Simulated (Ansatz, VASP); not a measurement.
**Two plane-wave programs on WC**

INCAR

```
SYSTEM = WC
ALGO = Fast
EDIFF = 1E-6
ENCUT = 520
GGA = PE
ISIF = 2
ISMEAR = 0
LASPH = .TRUE.
LCHARG = .TRUE.
LELF = .TRUE.
LREAL = .FALSE.
LVHAR = .TRUE.
LWAVE = .FALSE.
NBANDS = 16
NELM = 80
PREC = Accurate
SIGMA = 0.15
```

The input KPOINTS:

```
k-points
0
G
  24 24 22
  0 0 0
```

File POSCAR:

```
WC
1.0
    2.9217716515      0.0000000000      0.0000000000
   -1.4608858258      2.5303284743      0.0000000000
    0.0000000000      0.0000000000      2.8470758817
W C
1 1
Direct
   -0.1026774286      0.0000000000     -0.0526856347
    0.6666666667      0.3333333333      0.5000000000
```

Input for Ansatz:

```yaml
crystal:
  lattice:
    - [2.9217716515, 0.0, 0.0]
    - [-1.4608858258, 2.5303284743, 0.0]
    - [0.0, 0.0, 2.8470758817]
  atoms:
    - { symbol: W, position: [-0.1026774286, 0.0, -0.0526856347] }
    - { symbol: C, position: [0.6666666667, 0.3333333333, 0.5] }
basis:
  ecutwfc: 420
kpoints:
  mp_grid: { grid: [24, 24, 22] }
hamiltonian:
  xc: pbe
scf:
  occupations: { method: gaussian, width: 0.15 }
output:
  forces: true
  stress: true
  eigenvalues: true
```

Alike in both runs: task single point; functional PBE; k mesh 24 × 24 × 22; occupations gaussian, width 0.15 eV; no spin polarisation.

|  | VASP | Ansatz |
| --- | --- | --- |
| version | VASP 6.6.1 | Ansatz 0.2.0 |
| potentials or method | VASP PAW PBE potentials, release 64 (W_sv, C), cutoff 520 eV | scalar-relativistic, plane waves, PAW |
| valence electrons in the cell | 18 | 18 |

```tsv
	VASP	Ansatz	Ansatz less VASP
gap on the k mesh at the Fermi level (eV)	none	none	-
pressure (GPa)	19.7	18.5	-1.21
traceless stress, the component that is largest in VASP (GPa)	16.93	16.82	-0.111
rms of the force components (eV/Å)	3.104	3.082	-0.0218
```

Atom by atom the forces differ by 0.023 eV/Å (rms over components). A gap of «none» marks a metal or a gap that the smearing closes.

Spin-orbit coupling is off throughout.
